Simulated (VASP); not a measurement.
# BaTiO3 (P4/mmm) in VASP: notebook

Runs on BaTiO3. Level: r2SCAN. Tasks: single point.

Everything below comes from runs of VASP 6.6.1. Logs are shortened: lines on timing, memory, paths and dates and some standing lists are left out, and cuts for length are marked.

## Step 1: The cell of the first run

It takes space group P4/mmm (No. 123, tetragonal). The conventional cell has a = 3.834 Å, b = 3.834 Å, c = 3.994 Å, α = 90.00°, β = 90.00°, γ = 90.00°. Within 3.6 Å of Ba (site symmetry 4/mmm) lie 12 O at 2.71 to 2.77 Å and 8 Ti at 3.37 Å. Ti (site symmetry 4/mmm) has 6 O at 1.92 to 2.00 Å within 2.5 Å. Within 2.6 Å of O (site symmetry 4/mmm) lie 2 Ti at 2.00 Å. Within 2.5 Å of O (site symmetry mmm) lie 2 Ti at 1.92 Å.

## Step 2: Single point, r2SCAN (strain -0.040 along x and y, +0.000 along z)

POSCAR

```
BaTiO3
1.0
    3.8342108356      0.0000000000      0.0000000000
    0.0000000000      3.8342108356      0.0000000000
    0.0000000000      0.0000000000      3.9941038383
Ba Ti O
1 1 3
Direct
    0.0000000000      0.0000000000      0.0000000000
    0.5000000000      0.5000000000      0.5000000000
    0.5000000000      0.5000000000      0.0000000000
    0.5000000000      0.0000000000      0.5000000000
    0.0000000000      0.5000000000      0.5000000000
```

INCAR.step1

```
SYSTEM = BaTiO3
PREC = Accurate ; ENCUT = 520
ISMEAR = 0 ; SIGMA = 0.05
LREAL = .FALSE. ; LASPH = .TRUE.
NELM = 60 ; NBANDS = 28
GGA = PE ; ALGO = Normal
EDIFF = 1E-4 ; LWAVE = .TRUE.
LCHARG = .FALSE.
```

INCAR.step2

```
SYSTEM = BaTiO3
PREC = Accurate ; ENCUT = 520
EDIFF = 1E-7 ; ISMEAR = 0
SIGMA = 0.05 ; LREAL = .FALSE.
LASPH = .TRUE. ; NELM = 60
ALGO = Normal ; ISIF = 2
LWAVE = .FALSE. ; LCHARG = .TRUE.
METAGGA = R2SCAN ; LMIXTAU = .TRUE.
LELF = .TRUE. ; LVHAR = .TRUE.
NBANDS = 28 ; ISTART = 1
```

KPOINTS

```
regular mesh
0
G
  8 8 8
  0 0 0
```

Potentials or basis: VASP PAW PBE potentials, release 64 (Ba_sv, Ti_sv, O).

Started as:

```
> cat potpaw_PBE.64/Ba_sv/POTCAR potpaw_PBE.64/Ti_sv/POTCAR potpaw_PBE.64/O/POTCAR > POTCAR
> cp INCAR.step1 INCAR
> mpirun -np 1 vasp_std > vasp.out
> cp INCAR.step2 INCAR
> mpirun -np 1 vasp_std > vasp.out
```

OUTCAR:

```text
SYSTEM = BaTiO3
   PREC = Accurate
   ENCUT = 520
   EDIFF = 1E-7
   ISMEAR = 0
   LREAL = .FALSE.
   LASPH = .TRUE.
   NELM = 60
   ISIF = 2
   METAGGA = R2SCAN
   ISTART = 1

 ion  position               nearest neighbor table
   1  0.000  0.000  0.000-   3 2.71   3 2.71   3 2.71   3 2.71   5 2.77   4 2.77   5 2.77   5 2.77
                             5 2.77   4 2.77   4 2.77   4 2.77   2 3.37   2 3.37   2 3.37   2 3.37
   2  0.500  0.500  0.500-   4 1.92   5 1.92   4 1.92   5 1.92   3 2.00   3 2.00   1 3.37   1 3.37
                             1 3.37   1 3.37   1 3.37   1 3.37   1 3.37   1 3.37
   3  0.500  0.500  0.000-   2 2.00   2 2.00   1 2.71   1 2.71   1 2.71   1 2.71
   4  0.500  0.000  0.500-   2 1.92   2 1.92   1 2.77   1 2.77   1 2.77   1 2.77
   5  0.000  0.500  0.500-   2 1.92   2 1.92   1 2.77   1 2.77   1 2.77   1 2.77

  LATTYP: Found a simple tetragonal cell.
 ALAT       =     3.8342108356
 C/A-ratio  =     1.0417016720

  Lattice vectors:

 A1 = (   3.8342108356,   0.0000000000,   0.0000000000)
 A2 = (   0.0000000000,   3.8342108356,   0.0000000000)
 A3 = (   0.0000000000,   0.0000000000,   3.9941038383)

Analysis of symmetry for initial positions (statically):
=====================================================================
 Subroutine PRICEL returns:
 Original cell was already a primitive cell.

 Routine SETGRP: Setting up the symmetry group for a
 simple tetragonal supercell.

 Subroutine GETGRP returns: Found 16 space group operations
 (whereof 16 operations were pure point group operations)
 out of a pool of 16 trial point group operations.

The static configuration has the point symmetry D_4h.

Analysis of symmetry for dynamics (positions and initial velocities):
=====================================================================
 Subroutine PRICEL returns:
 Original cell was already a primitive cell.

 Routine SETGRP: Setting up the symmetry group for a
 simple tetragonal supercell.

 Subroutine GETGRP returns: Found 16 space group operations
 (whereof 16 operations were pure point group operations)
 out of a pool of 16 trial point group operations.

The dynamic configuration has the point symmetry D_4h.

 Subroutine INISYM returns: Found 16 space group operations
 (whereof 16 operations are pure point group operations),
 and found     1 'primitive' translations

----------------------------------------------------------------------------------------

                                     Primitive cell

  volume of cell :      58.7180

  direct lattice vectors                    reciprocal lattice vectors
     3.834210836  0.000000000  0.000000000     0.260809862  0.000000000  0.000000000
     0.000000000  3.834210836  0.000000000     0.000000000  0.260809862  0.000000000
     0.000000000  0.000000000  3.994103838     0.000000000  0.000000000  0.250369054

  length of vectors
     3.834210836  3.834210836  3.994103838     0.260809862  0.260809862  0.250369054

  position of ions in fractional coordinates (direct lattice)
     0.000000000  0.000000000  0.000000000
     0.500000000  0.500000000  0.500000000
     0.500000000  0.500000000  0.000000000
     0.500000000  0.000000000  0.500000000
     0.000000000  0.500000000  0.500000000

  ion indices of the primitive-cell ions
   primitive index   ion index
                 1           1
                 2           2
                 3           3
                 4           4
                 5           5

----------------------------------------------------------------------------------------

 KPOINTS: regular mesh

Automatic generation of k-mesh.
 Grid dimensions read from file:
 generate k-points for:    8    8    8

 Generating k-lattice:

  Cartesian coordinates                     Fractional coordinates (reciprocal lattice)
     0.032601233  0.000000000  0.000000000     0.125000000  0.000000000  0.000000000
     0.000000000  0.032601233  0.000000000     0.000000000  0.125000000  0.000000000
     0.000000000  0.000000000  0.031296132     0.000000000  0.000000000  0.125000000

  Length of vectors
     0.032601233  0.032601233  0.031296132

  Shift w.r.t. Gamma in fractional coordinates (k-lattice)
     0.000000000  0.000000000  0.000000000

 Subroutine IBZKPT returns following result:
 ===========================================

 Found     75 irreducible k-points:

 Following reciprocal coordinates:
            Coordinates               Weight
  0.000000  0.000000  0.000000      1.000000
  0.125000  0.000000  0.000000      4.000000
  0.250000  0.000000  0.000000      4.000000
  0.375000  0.000000  0.000000      4.000000
  0.500000  0.000000  0.000000      2.000000
  0.125000  0.125000  0.000000      4.000000
[... 16 lines left out ...]
  0.375000  0.125000  0.125000     16.000000
  0.500000  0.125000  0.125000      8.000000
 [... further k-points ...]
   k-points           NKPTS =     75   k-points in BZ     NKDIM =     75   number of bands    NBANDS=     28
   number of dos      NEDOS =    301   number of ions     NIONS =      5
   total plane-waves  NPLWV =  27000
   dimension x,y,z NGX =    30 NGY =   30 NGZ =   30
   dimension x,y,z NGXF=    60 NGYF=   60 NGZF=   60
   ions per type =               1   1   3
   NGX,Y,Z   is equivalent  to a cutoff of  13.01, 13.01, 12.49 a.u.
   NGXF,Y,Z  is equivalent  to a cutoff of  26.02, 26.02, 24.97 a.u.
 SYSTEM =  BaTiO3
   PREC   = accura    normal or accurate (medium, high low for compatibility)
   ISTART =      1    job   : 0-new  1-cont  2-samecut
   ICHARG =      0    charge: 1-file 2-atom 10-const
   ISPIN  =      1    spin polarized calculation?
   LNONCOLLINEAR =      F non collinear calculations
   LSORBIT =      F    spin-orbit coupling
   LASPH  =      T    aspherical Exc in radial PAW
   ENCUT  =  520.0 eV  38.22 Ry    6.18 a.u.   7.13  7.13  7.43*2*pi/ulx,y,z
   NELM   =     60;   NELMIN=  2; NELMDL=  0     # of ELM steps
   EDIFF  = 0.1E-06   stopping-criterion for ELM
   LREAL  =      F    real-space projection
   EDIFFG = 0.1E-05   stopping-criterion for IOM
   NSW    =      0    number of steps for IOM
   IBRION =     -1    ionic relax: 0-MD 1-quasi-New 2-CG
   NFREE  =      0    steps in history (QN), initial steepest desc. (CG)
   ISIF   =      2    stress and relaxation
   ISYM   =      2    0-nonsym 1-usesym 2-fastsym
   POTIM  = 0.5000    time-step for ionic-motion
   TEBEG  =    0.0;   TEEND  =   0.0 temperature during run
   PSTRESS=    0.0 pullay stress
   NELECT =      40.0000    total number of electrons
   NUPDOWN=      -1.0000    fix difference up-down
   EMIN   =  10.00;   EMAX   =-10.00  energy-range for DOS
   EFERMI =   0.00;   METHOD = LEGACY
   ISMEAR =     0;   SIGMA  =   0.05  broadening in eV -4-tet -1-fermi 0-gaus
   EFERMI_NEDOS =   21; number of points for ismear=-14 and -15
   IALGO  =     38    algorithm
   IMIX   =      4    mixing-type and parameters
     AMIX     =   0.40;   BMIX     =  1.00
     AMIX_MAG =   1.60;   BMIX_MAG =  1.00
  volume/ion in A,a.u.               =      11.74        79.25
  Fermi-wavevector in a.u.,A,eV,Ry     =   1.440471  2.722095 28.231482  2.074955
  Thomas-Fermi vector in A             =   2.559211
   LORBIT       =      0    0 simple, 1 ext, 2 COOP (PROOUT), +10 PAW based schemes
   METAGGA = R2SCAN    functional components
   LHFCALC =     F    Hartree Fock is set to
   AEXX    =    0.0000 exact exchange contribution
   IVDW    =     0    specifies the selected vdW correction
   LEPSILON=     F    determine dielectric tensor
   LRPA    =     F    only Hartree local field effects (RPA)
 non-spin polarized calculation
 Gauss-broadening in eV      SIGMA  =   0.05
  energy-cutoff  :      520.00
  volume of cell :       58.72
 maximum number of plane-waves:      1597
 NGX is ok and might be reduce to    30
   NGX = 15   NGY = 15   NGZ = 15

 number of electron      40.0000007 magnetization

 Free energy of the ion-electron system (eV)
  ---------------------------------------------------
  ext. energy  EPLUGINS =         0.00000000
  ---------------------------------------------------
  free energy    TOTEN  =       -73.83489706 eV

  energy without entropy =      -73.83489706  energy(sigma->0) =      -73.83489706

 E-fermi :   4.6761     XC(G=0): -12.4265

 val. band max:        4.3102648395   @ k =   0.5000   0.5000   0.5000
 cond. band min:       6.5523012072   @ k =   0.0000   0.0000   0.0000
 fundamental gap:      2.2420363677
 Fermi energy:         4.6760806190

 k-point     1 :       0.0000    0.0000    0.0000
  band No.  band energies     occupation
      1     -54.2129      2.00000
      2     -29.4470      2.00000
      3     -29.4470      2.00000
      4     -29.4075      2.00000
      5     -21.0665      2.00000
      6     -13.8536      2.00000
[... 20 lines left out ...]
     27      10.2001      0.00000
     28      13.6594      0.00000

 k-point     2 :       0.1250    0.0000    0.0000
  band No.  band energies     occupation
      1     -54.2125      2.00000
      2     -29.4629      2.00000
      3     -29.4465      2.00000
      4     -29.4069      2.00000
      5     -21.0344      2.00000
      6     -13.8495      2.00000
[... 20 lines left out ...]
     27      10.5573      0.00000
     28      13.8383      0.00000

 k-point     3 :       0.2500    0.0000    0.0000
  band No.  band energies     occupation
      1     -54.2117      2.00000
      2     -29.5007      2.00000
      3     -29.4451      2.00000
      4     -29.4055      2.00000
      5     -20.9549      2.00000
      6     -13.9470      2.00000
[... 20 lines left out ...]
     27      11.4551      0.00000
     28      13.6651      0.00000

 k-point     4 :       0.3750    0.0000    0.0000
  band No.  band energies     occupation
      1     -54.2109      2.00000
      2     -29.5382      2.00000
      3     -29.4437      2.00000
      4     -29.4040      2.00000
      5     -20.8723      2.00000
      6     -14.1178      2.00000
[... 578 lines left out ...]
     27      11.9068      0.00000
     28      13.9247      0.00000

 k-point    23 :       0.3750    0.1250    0.1250
  band No.  band energies     occupation
      1     -54.2104      2.00000
      2     -29.5366      2.00000
      3     -29.4588      2.00000
      4     -29.4128      2.00000
      5     -20.8367      2.00000
      6     -13.9630      2.00000
[... 20 lines left out ...]
     27      12.9490      0.00000
     28      14.0242      0.00000

 k-point    24 :       0.5000    0.1250    0.1250
  band No.  band energies     occupation
      1     -54.2100      2.00000
      2     -29.5518      2.00000
      3     -29.4582      2.00000
      4     -29.4122      2.00000
      5     -20.8054      2.00000
      6     -14.0228      2.00000
[... 20 lines left out ...]
     27      13.3913      0.00000
     28      14.2007      0.00000

 [... further k-points ...]

------------------------ aborting loop because EDIFF is reached ----------------------------------------

  FORCE on cell =-STRESS in cart. coord.  units (eV):
  Direction    XX          YY          ZZ          XY          YZ          ZX
  --------------------------------------------------------------------------------------
  -------------------------------------------------------------------------------------
  Total        9.1323300      9.1323300      4.7832862      0.0000000      0.0000000      0.0000000
  in kB      249.1843971    249.1843971    130.5165605      0.0000000      0.0000000      0.0000000
  external PRESSURE =     209.6284516 kB  Pullay stress =       0.0000000 kB

 VOLUME and BASIS-vectors are now :
 -----------------------------------------------------------------------------
  energy-cutoff  :      520.00
  volume of cell :       58.72
      direct lattice vectors                 reciprocal lattice vectors
     3.834210836  0.000000000  0.000000000     0.260809862  0.000000000  0.000000000
     0.000000000  3.834210836  0.000000000     0.000000000  0.260809862  0.000000000
     0.000000000  0.000000000  3.994103838     0.000000000  0.000000000  0.250369054

 POSITION                                       TOTAL-FORCE (eV/Angst)
 -----------------------------------------------------------------------------------
      0.00000      0.00000      0.00000         0.000000      0.000000      0.000000
      1.91711      1.91711      1.99705         0.000000      0.000000      0.000000
      1.91711      1.91711      0.00000         0.000000      0.000000      0.000000
      1.91711      0.00000      1.99705         0.000000      0.000000      0.000000
      0.00000      1.91711      1.99705         0.000000      0.000000      0.000000
 -----------------------------------------------------------------------------------
    total drift:                                0.000000      0.000000     -0.000000

  FREE ENERGIE OF THE ION-ELECTRON SYSTEM (eV)
  ---------------------------------------------------
  free  energy   TOTEN  =       -73.8348970624 eV

  energy  without entropy=      -73.8348970624  energy(sigma->0) =      -73.83489706
```

Wall time 3.9 min (1 thread of Intel Xeon 6975P-C (Granite Rapids), shared host); peak memory 0.26 GiB.

Results:

```
Free energy            : -73.8349 eV
Pressure               : 21.0 GPa
Band gap on the k mesh : 2.24 eV, indirect (least direct gap 2.34 eV)
```

Caveat: the cell differs from its parent crystal (strain -0.040 along x and y, +0.000 along z); the PAW data sets were made with another functional, which shifts forces and pressure a little; spin-orbit coupling is left out, which moves the levels of the heavy elements. A k mesh can miss the band edges.

## Step 3: Single point, r2SCAN (strain +0.000 along x and y, -0.040 along z)

Changes to POSCAR since step 2:

```diff
@@ -2,5 +2,5 @@
 1.0
-    3.8342108356      0.0000000000      0.0000000000
-    0.0000000000      3.8342108356      0.0000000000
-    0.0000000000      0.0000000000      3.9941038383
+    3.9939696204      0.0000000000      0.0000000000
+    0.0000000000      3.9939696204      0.0000000000
+    0.0000000000      0.0000000000      3.8343396848
 Ba Ti O
```

INCAR.step1

```
ALGO     = Normal         # electronic algorithm
EDIFF    = 1E-4           # SCF threshold, eV
ENCUT    = 520            # plane-wave cutoff, eV
GGA      = PE             # functional
ISMEAR   = 0              # smearing method
LASPH    = T              # aspherical terms in the spheres
LCHARG   = F              # write CHGCAR
LREAL    = F              # projectors in reciprocal space
LWAVE    = T              # write WAVECAR
NBANDS   = 28             # bands
NELM     = 100            # most SCF steps
PREC     = Accurate       # precision mode
SIGMA    = 0.05           # smearing width, eV
```

INCAR.step2

```
ALGO     = Normal         # electronic algorithm
EDIFF    = 1E-6           # SCF threshold, eV
ENCUT    = 520            # plane-wave cutoff, eV
ISIF     = 2              # what is computed and relaxed
ISMEAR   = 0              # smearing method
ISTART   = 1            
LASPH    = T              # aspherical terms in the spheres
LCHARG   = F              # write CHGCAR
LMIXTAU  = T            
LREAL    = F              # projectors in reciprocal space
LWAVE    = F              # write WAVECAR
METAGGA  = R2SCAN         # meta-GGA
NBANDS   = 28             # bands
NELM     = 100            # most SCF steps
PREC     = Accurate       # precision mode
SIGMA    = 0.05           # smearing width, eV
```

KPOINTS

```
k-points
0
Gamma
  8 8 8
```

Potentials or basis: VASP PAW PBE potentials, release 64 (Ba_sv, Ti_sv, O).

Started as:

```
> cat potpaw_PBE.64/Ba_sv/POTCAR potpaw_PBE.64/Ti_sv/POTCAR potpaw_PBE.64/O/POTCAR > POTCAR
> cp INCAR.step1 INCAR
> mpirun -np 1 vasp_std > vasp.out
> cp INCAR.step2 INCAR
> mpirun -np 1 vasp_std > vasp.out
```

Run time: 3.6 min. Hardware: 1 thread of Intel Xeon 6975P-C (Granite Rapids), shared host; peak memory 0.26 GiB.

It converged, with:

```
Free energy            : -74.0759 eV
Pressure               : 10.9 GPa
Band gap on the k mesh : 2.15 eV, indirect (least direct gap 2.26 eV)
```

Stress tensor (GPa, compression positive):
```
 7.29  0.00  0.00
 0.00  7.29  0.00
 0.00  0.00 18.08
```

Levels at points of the mesh, in eV from the valence-band top:
```
           k point  band 17  band 18  band 19  band 20  band 21  band 22  band 23  band 24
(0.00, 0.00, 0.00)    -1.14    -0.17    -0.17    -0.12     2.15     2.23     2.23     4.32
(0.50, 0.00, 0.00)    -1.77    -1.75    -0.79    -0.75     2.39     3.94     3.95     4.55
(0.50, 0.50, 0.00)    -1.79    -1.16    -1.16    -0.23     3.96     3.96     4.39     5.75
(0.00, 0.00, 0.50)    -2.13    -1.95    -0.82    -0.82     2.36     4.33     4.33     4.33
(0.50, 0.00, 0.50)    -1.80    -0.78    -0.77    -0.12     3.96     4.34     4.66     5.32
(0.50, 0.50, 0.50)    -2.16    -0.11     0.00     0.00     4.69     4.92     4.92     7.43
```

Caveat: the cell differs from its parent crystal (strain +0.000 along x and y, -0.040 along z); the PAW data sets were made with another functional, which shifts forces and pressure a little; spin-orbit coupling is left out, which moves the levels of the heavy elements.
